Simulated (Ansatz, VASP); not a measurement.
## Si in VASP and in Ansatz

```
Si
1.0
     2.70098    2.70098    0.00000
    -2.70098    2.70098    0.00000
     0.00000    2.70098    2.70098
Si
2
Direct
  0.25000 0.75000 0.50000
  0.00000 0.00000 0.00000
```

Alike in both runs: functional LDA; k mesh 12 × 12 × 12; occupations fermi-dirac, width 0.05 eV; no spin polarisation.

Ansatz relaxed the structure, and its values are those at the end. VASP's run is a single point on that final structure, the one shown.

```csv
,VASP,Ansatz
version,VASP 6.6.1,Ansatz 0.2.0
potentials or method,"VASP PAW LDA potentials, release 64 (Si)","PAW with Ansatz's default frozen-core files, scalar-relativistic"
plane-wave cutoff (eV),520,420
valence electrons in the cell,8,8
```

|  | VASP | Ansatz | Ansatz less VASP |
| --- | --- | --- | --- |
| pressure (GPa) | 0.0 | 0.0 | -0.04 |

LDA's correlation is that of Perdew and Zunger in VASP and of Perdew and Wang (1992) in Ansatz.
